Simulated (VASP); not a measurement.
## Zr12C (a cell with a defect): single point with PBE+D3(BJ)

System: Zr12C (a cell with a defect).

```
Zr C
1.0
     6.46000    0.00000    0.00000
    -4.84500    8.39179    0.00000
     0.00000    0.00000    5.14539
Zr C
12 1
Direct
  0.99799 0.99769 0.00439
  0.16573 0.22249 0.50066
  0.00175 0.33388 0.00242
  0.16687 0.55492 0.49907
  0.00279 0.67203 0.00343
  0.16698 0.89014 0.49900
  0.49695 0.99836 0.00135
  0.66174 0.21672 0.49630
  0.49787 0.33387 0.00043
  0.66281 0.55474 0.49722
  0.49926 0.66639 0.99897
  0.66652 0.89131 0.49568
  0.33229 0.44440 0.74988
```

| Item | Value |
| --- | --- |
| Program | VASP 6.6.1 |
| Task | single point |
| Functional | PBE |
| Dispersion | D3(BJ) |
| Potentials or basis | VASP PAW PBE potentials, release 64 (Zr_sv, C) |
| Cutoff | 520 eV |
| k mesh | 3 × 2 × 3 |
| Occupations | fermi-dirac, width 0.1 eV |
| Spin | no spin polarisation |

```
Pressure                   : -0.3 GPa
Largest force              : 0.020 eV/Å
Band gap on the k mesh     : zero (bands 74 and 75 overlap by 0.30 eV)
Dispersion energy per atom : -0.513 eV
```

Forces in eV/Å, atoms in the order of the input:
```
Zr  -0.002 -0.017 -0.004
Zr  -0.008 -0.017 -0.004
Zr   0.000  0.005  0.002
Zr  -0.001  0.000  0.002
Zr  -0.001 -0.007 -0.003
Zr  -0.001 -0.003 -0.009
Zr   0.002  0.011  0.003
Zr   0.005  0.004  0.005
Zr  -0.002  0.002  0.002
Zr   0.000  0.000  0.000
Zr   0.004  0.012  0.004
Zr   0.005  0.009  0.004
C    0.000  0.001 -0.002
```

Stress tensor (GPa, compression positive):
```
-0.50 -0.01  0.05
-0.01 -0.27  0.04
 0.05  0.04 -0.07
```

Levels at points of the mesh, in eV from the Fermi level:
```csv
k point,band 70,band 71,band 72,band 73,band 74,band 75,band 76,band 77,band 78,band 79
"(0.00, 0.00, 0.00)",-0.61,-0.53,-0.25,-0.19,0.36,0.56,0.76,0.86,0.89,0.95
"(0.00, 0.50, 0.00)",-0.44,-0.11,-0.06,0.01,0.02,0.16,0.36,0.58,0.71,0.77
```

Wall time 9.4 min on 1 thread of Oxide Virtual Turin-like Processor (shared host), peak memory 0.4 GiB.

Caveat: the k points lie up to 0.41 Å⁻¹ apart.
